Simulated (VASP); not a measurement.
A run of VASP 6.6.1 is set up as follows.

Contents of INCAR:

```
PREC = Accurate ; ENCUT = 600
EDIFF = 1E-6 ; ISMEAR = 0
SIGMA = 0.1 ; LREAL = False
LASPH = True ; NELM = 60
ALGO = Normal ; ISIF = 3
LWAVE = False ; LCHARG = False
GGA = PE ; IBRION = 2
NSW = 80 ; EDIFFG = -0.025
```

The input KPOINTS:

```
regular mesh
0
Gamma
  4 4 2
```

File POSCAR:

```
BaZr2O5
1.0
    3.9433960473      0.0025502981     -0.0117508100
    0.0025502981      3.9880884098     -0.0439288511
   -0.0264934870     -0.0990424019      8.9317134402
Ba Zr O
1 2 5
Direct
   -0.0118926962     -0.0286371363      0.0033140458
    0.5062950743      0.4974059256      0.2813435230
    0.5191266030      0.5253074989      0.7146306204
    0.0093349195      0.4885931890      0.2063397104
    0.5018595138     -0.0025332879      0.2150879702
    0.0001288121      0.5091610113      0.7962977320
    0.4783195206      0.0197934015      0.7855435743
    0.4968282530      0.4909093978      0.4974428239
```

Potentials or basis: VASP PAW PBE potentials, release 64 (Ba_sv, Zr_sv, O).

Run with:

```sh
$ cat potpaw_PBE.64/Ba_sv/POTCAR potpaw_PBE.64/Zr_sv/POTCAR potpaw_PBE.64/O/POTCAR > POTCAR
$ mpirun -np 1 vasp_std > vasp.out
```

Task: What does it give for the relaxed volume?

Result: 17.82 Å³/atom.

Task: Estimate the relaxed cell.

Result: a = 3.978 Å, b = 3.978 Å, c = 9.007 Å, α = 89.80°, β = 90.10°, γ = 90.00°.

Task: What does it give for the space group after relaxing (to 0.1 Å)?

Result: P4/mmm (No. 123).

Stress tensor (GPa, compression positive):
```
 0.15  0.00  0.02
 0.00  0.04 -0.01
 0.02 -0.01  0.05
```
